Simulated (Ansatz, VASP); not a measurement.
One calculation of Tl, two programs

```
CELL_PARAMETERS angstrom
-1.97012 1.97012 1.99923
1.97012 -1.97012 1.99923
1.97012 1.97012 -1.99923
ATOMIC_POSITIONS crystal
Tl 0.00000 0.00000 0.00000
```

Change from the starting cell: strain +0.015 along x and y, +0.030 along z, atoms carried along.

Alike in both runs: task single point; functional PBEsol; k mesh 18 × 18 × 18; occupations gaussian, width 0.15 eV; no spin polarisation.

|  | VASP | Ansatz |
| --- | --- | --- |
| version | VASP 6.6.1 | Ansatz 0.2.0 |
| potentials or method | VASP PAW PBE potentials, release 64 (Tl_d), cutoff 520 eV | scalar-relativistic, plane waves, PAW |
| valence electrons in the cell | 13 | 13 |

|  | VASP | Ansatz | Ansatz less VASP |
| --- | --- | --- | --- |
| gap on the k mesh at the Fermi level (eV) | none | none | - |
| pressure (GPa) | -2.5 | -2.4 | +0.04 |
| traceless stress, the component that is largest in VASP (GPa) | -0.09 | -0.09 | 0.000 |

VASP's potentials were made for PBE, not for PBEsol. A gap of «none» marks a metal or a gap that the smearing closes. The functional is the same, so the differences come from potentials, cutoffs and numerics.

Spin-orbit coupling is off throughout.
